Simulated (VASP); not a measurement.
A run of VASP 6.6.1 is set up as follows.

The input POSCAR:

```
BeS
1.0
    0.0000000000      2.4343062282      2.4099631659
    2.4343062282      0.0000000000      2.4099631659
    2.4343062282      2.4343062282      0.0000000000
Be S
1 1
Direct
    0.0000000000      0.0000000000      0.0000000000
    0.2500000000      0.2500000000      0.2500000000
```

Contents of INCAR.step1:

```
PREC     = Accurate       # precision mode
ENCUT    = 520            # plane-wave cutoff, eV
EDIFF    = 1E-5           # SCF threshold, eV
ISMEAR   = 0              # smearing method
SIGMA    = 0.01           # smearing width, eV
LREAL    = F              # projectors in reciprocal space
LASPH    = T              # aspherical terms in the spheres
NELM     = 60             # most SCF steps
ALGO     = Normal         # electronic algorithm
ISIF     = 2              # what is computed and relaxed
LWAVE    = T              # write WAVECAR
LCHARG   = F              # write CHGCAR
NBANDS   = 11             # bands
GGA      = PE             # functional
```

INCAR.step2

```
PREC     = Accurate       # precision mode
ENCUT    = 520            # plane-wave cutoff, eV
EDIFF    = 1E-6           # SCF threshold, eV
ISMEAR   = 0              # smearing method
SIGMA    = 0.01           # smearing width, eV
LREAL    = F              # projectors in reciprocal space
LASPH    = T              # aspherical terms in the spheres
NELM     = 60             # most SCF steps
ALGO     = Normal         # electronic algorithm
ISIF     = 2              # what is computed and relaxed
LWAVE    = F              # write WAVECAR
LCHARG   = F              # write CHGCAR
GGA      = PE             # functional
LHFCALC  = T              # exact exchange
HFSCREEN = 0.2079         # screening, 1/A
PRECFOCK = Normal       
NBANDS   = 11             # bands
ISTART   = 1
```

Contents of KPOINTS:

```
Automatic mesh
0
Gamma
  6 6 6
```

Potentials or basis: VASP PAW PBE potentials, release 64 (Be, S).

The run is started by

```console
$ cat potpaw_PBE.64/Be/POTCAR potpaw_PBE.64/S/POTCAR > POTCAR
$ cp INCAR.step1 INCAR
$ mpirun -np 1 vasp_std > vasp.out
$ cp INCAR.step2 INCAR
$ mpirun -np 1 vasp_std > vasp.out
```

Q: Estimate the band gap on the k mesh.

A: 3.96 eV (least direct gap 6.82 eV).

Q: What does it give for the pressure?

A: -0.1 GPa.

Stress tensor (GPa, compression positive):
```
-0.42  0.00  0.00
 0.00 -0.42  0.00
 0.00  0.00  0.59
```

Caveat: the cell differs from its parent crystal (uniaxial z strain -1.0%); the PAW data sets were made with another functional, which shifts forces and pressure a little. A k mesh can miss the band edges.
